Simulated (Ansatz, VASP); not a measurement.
**Two plane-wave programs on BeAl2**

```
CELL_PARAMETERS angstrom
6.20061 0.00000 0.00000
-3.10031 5.36989 0.00000
0.00000 0.00000 6.66009
ATOMIC_POSITIONS crystal
Be 0.50000 0.00000 0.00000
Be 0.50000 0.50000 0.33333
Be 0.00000 0.50000 0.66667
Al 0.12460 0.24919 0.50000
Al 0.87540 0.12460 0.83333
Al 0.75081 0.87540 0.16667
Al 0.87540 0.75081 0.50000
Al 0.12460 0.87540 0.83333
Al 0.24919 0.12460 0.16667
```

Alike in both runs: task relaxation of cell and atoms; functional PBE; k mesh 6 × 6 × 6; occupations gaussian, width 0.1 eV; no spin polarisation.

|  | VASP | Ansatz |
| --- | --- | --- |
| version | VASP 6.6.1 | Ansatz 0.2.0 |
| potentials or method | VASP PAW PBE potentials, release 64 (Be, Al), cutoff 600 eV | scalar-relativistic, plane waves, PAW |
| valence electrons in the cell | 24 | 24 |

|  | VASP | Ansatz | Ansatz less VASP |
| --- | --- | --- | --- |
| gap on the k mesh at the Fermi level, each at its own relaxed structure (eV) | none | none | - |
| relaxed volume (Å³/atom) | 24.64 | 24.64 | -0.002 |
| relaxed cell length with the largest relative difference (Å) | 6.673 | 6.675 | +0.0017 |

A gap of «none» marks a metal or a gap that the smearing closes.
